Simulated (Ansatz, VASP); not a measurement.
One calculation of CdS, two programs

POSCAR

```
CdS
1.0
    0.1498470378      2.9714932872      2.9714932872
    2.9714932872      0.1498470378      2.9714932872
    2.9714932872      2.9714932872      0.1498470378
Cd S
1 1
Direct
    0.0057571676      0.0057571676      0.0057571676
    0.2442428324      0.2442428324      0.2442428324
```

INCAR.step1

```
SYSTEM = CdS
ALGO = Normal
EDIFF = 1E-4
ENCUT = 520
GGA = PE
ISMEAR = 0
LASPH = .TRUE.
LCHARG = .FALSE.
LREAL = .FALSE.
LWAVE = .TRUE.
NBANDS = 16
NELM = 100
PREC = Accurate
SIGMA = 0.01
```

INCAR.step2

```
SYSTEM = CdS
ALGO = Normal
EDIFF = 1E-7
ENCUT = 520
ISIF = 2
ISMEAR = 0
ISTART = 1
LASPH = .TRUE.
LCHARG = .FALSE.
LMIXTAU = .TRUE.
LREAL = .FALSE.
LWAVE = .FALSE.
METAGGA = R2SCAN
NBANDS = 16
NELM = 100
PREC = Accurate
SIGMA = 0.01
```

KPOINTS

```
k-points
0
G
  8 8 8
  0 0 0
```

Input for Ansatz:

```yaml
crystal:
  lattice:
    - [0.1498470378, 2.9714932872, 2.9714932872]
    - [2.9714932872, 0.1498470378, 2.9714932872]
    - [2.9714932872, 2.9714932872, 0.1498470378]
  atoms:
    - { symbol: Cd, position: [0.0057571676, 0.0057571676, 0.0057571676] }
    - { symbol: S, position: [0.2442428324, 0.2442428324, 0.2442428324] }
kpoints:
  mp_grid: { grid: [8, 8, 8] }
  band_path:
    path:
      - [0.0, 0.0, 0.0]
      - [-0.5, -0.5, 0.0]
      - [-0.375, -0.375, 0.25]
      - [-0.375, 0.0, 0.375]
      - [0.0, 0.0, 0.5]
      - [-0.5, -0.25, 0.25]
    npoints: 1
hamiltonian:
  xc: r2scan
scf:
  occupations: { method: fixed }
  n_extra_bands: 4
output:
  forces: true
  stress: true
  eigenvalues: true
```

Change from the starting cell: epitaxial_111 strain -4.0%.

Alike in both runs: task single point; functional r2SCAN; k mesh 8 × 8 × 8; no spin polarisation.

|  | VASP | Ansatz |
| --- | --- | --- |
| version | VASP 6.6.1 | Ansatz 0.2.0 |
| potentials or method | VASP PAW PBE potentials, release 64 (Cd, S) | plane waves, PAW |
| plane-wave cutoff (eV) | 520 | 500 |
| occupations | gaussian, width 0.01 eV | fixed |
| valence electrons in the cell | 18 | 26 |

```tsv
	VASP	Ansatz	Ansatz less VASP
gap on the k mesh at the Fermi level (eV)	1.43	1.44	+0.005
pressure (GPa)	3.1	2.7	-0.37
traceless stress, the component that is largest in VASP (GPa)	-1.35	-1.35	+0.005
rms of the force components (eV/Å)	0.004	0.001	-0.0037
```

VASP's potentials were made for PBE, not for r2SCAN. Atom by atom the forces differ by 0.004 eV/Å (rms over components). VASP's potentials hold 18 valence electrons a cell and Ansatz's 26, so a difference there can come from the potentials and not from the codes.
